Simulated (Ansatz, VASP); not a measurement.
W: VASP beside Ansatz

The input INCAR:

```
PREC = Accurate
ENCUT = 520
EDIFF = 1E-6
ISMEAR = 0
SIGMA = 0.15
LREAL = F
LASPH = T
NELM = 80
ALGO = Fast
ISIF = 2
LWAVE = F
LCHARG = F
GGA = PS
NBANDS = 66
```

Contents of KPOINTS:

```
Automatic mesh
0
Gamma
  8 8 8
```

POSCAR

```
W
1.0
    5.0320434147      0.0000000000      0.0000000000
    0.0000000000      5.0320434147      0.0000000000
    0.0000000000      0.0000000000      5.0320434147
W
8
Direct
    0.0000000000      0.0000000000     -0.1192358552
    0.5000000000      0.5000000000      0.5000000000
    0.0000000000      0.5000000000      0.2500000000
    0.0000000000      0.5000000000      0.7500000000
    0.2500000000      0.0000000000      0.5000000000
    0.7500000000      0.0000000000      0.5000000000
    0.5000000000      0.7500000000      0.0000000000
    0.5000000000      0.2500000000      0.0000000000
```

Input for Ansatz:

```yaml
crystal:
  lattice:
    - [5.0320434147, 0.0, 0.0]
    - [0.0, 5.0320434147, 0.0]
    - [0.0, 0.0, 5.0320434147]
  atoms:
    - { symbol: W, position: [0.0, 0.0, -0.1192358552] }
    - { symbol: W, position: [0.5, 0.5, 0.5] }
    - { symbol: W, position: [0.0, 0.5, 0.25] }
    - { symbol: W, position: [0.0, 0.5, 0.75] }
    - { symbol: W, position: [0.25, 0.0, 0.5] }
    - { symbol: W, position: [0.75, 0.0, 0.5] }
    - { symbol: W, position: [0.5, 0.75, 0.0] }
    - { symbol: W, position: [0.5, 0.25, 0.0] }
basis:
  ecutwfc: 420
kpoints:
  mp_grid: { grid: [8, 8, 8] }
hamiltonian:
  xc: pbesol
scf:
  occupations: { method: gaussian, width: 0.15 }
output:
  forces: true
  stress: true
  eigenvalues: true
```

Alike in both runs: task single point; functional PBEsol; k mesh 8 × 8 × 8; occupations gaussian, width 0.15 eV; no spin polarisation.

|  | VASP | Ansatz |
| --- | --- | --- |
| version | VASP 6.6.1 | Ansatz 0.2.0 |
| potentials or method | VASP PAW PBE potentials, release 64 (W_sv), cutoff 520 eV | scalar-relativistic, plane waves, PAW |
| valence electrons in the cell | 112 | 112 |

|  | VASP | Ansatz | Ansatz less VASP |
| --- | --- | --- | --- |
| gap on the k mesh at the Fermi level (eV) | none | none | - |
| pressure (GPa) | 13.1 | 11.8 | -1.30 |
| traceless stress, the component that is largest in VASP (GPa) | -6.20 | -5.80 | +0.400 |
| rms of the force components (eV/Å) | 3.008 | 2.892 | -0.1165 |

VASP's potentials were made for PBE, not for PBEsol. Atom by atom the forces differ by 0.119 eV/Å (rms over components). A gap of «none» marks a metal or a gap that the smearing closes. With one functional, cell and mesh, what is left measures potentials, basis and numerics.

Spin-orbit coupling is off throughout.
